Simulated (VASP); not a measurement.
Set up this calculation in VASP 6.6.1, as the native input.

```
Task                   : single point
Functional             : PBE
Potentials or basis    : VASP PAW PBE potentials, release 64 (Cd, S)
Cutoff                 : 520 eV
k mesh                 : 8 × 8 × 8
Occupations            : fermi-dirac, width 0.02 eV
Spin                   : no spin polarisation
Dipole correction      : no
Further INCAR settings : ALGO = Normal; EDIFF = 1e-07; NBANDS = 16
```

The structure of CdS lies in POSCAR:

```
CdS
1.0
    0.0000000000      2.8378119306      3.0834213127
    2.8378119306      0.0000000000      3.0834213127
    2.8378119306      2.8378119306      0.0000000000
Cd S
1 1
Direct
    0.0000000000      0.0000000000      0.0000000000
    0.2500000000      0.2500000000      0.2500000000
```

This cell differs from its parent crystal: epitaxial xy strain -3.5%.

The input as run:

INCAR

```
SYSTEM = CdS
PREC     = Accurate       ! precision mode
ENCUT    = 520            ! plane-wave cutoff, eV
EDIFF    = 1E-7           ! SCF threshold, eV
ISMEAR   = -1             ! smearing method
SIGMA    = 0.02           ! smearing width, eV
LREAL    = .False.        ! projectors in reciprocal space
LASPH    = .True.         ! aspherical terms in the spheres
NELM     = 80             ! most SCF steps
ALGO     = Normal         ! electronic algorithm
ISIF     = 2              ! what is computed and relaxed
LWAVE    = .False.        ! write WAVECAR
LCHARG   = .True.         ! write CHGCAR
GGA      = PE             ! functional
LELF     = .True.         ! ELF
LVHAR    = .True.       
NBANDS   = 16             ! bands
```

KPOINTS

```
Automatic mesh
0
Gamma
  8 8 8
  0 0 0
```

Potentials or basis: VASP PAW PBE potentials, release 64 (Cd, S).

Run with:

```sh
$ cat potpaw_PBE.64/Cd/POTCAR potpaw_PBE.64/S/POTCAR > POTCAR
$ mpirun -np 1 vasp_std > vasp.out
```

Results of the run:

| Item | Value |
| --- | --- |
| Pressure | 2.9 GPa |
| Band gap on the k mesh | 1.04 eV |

Caveat: the cell differs from its parent crystal (epitaxial xy strain -3.5%); the structure was generated, so it needn't be the stable form of CdS.

Wall time 49 s on 1 thread of Intel Xeon 8259CL (shared host), peak memory 0.2 GiB.
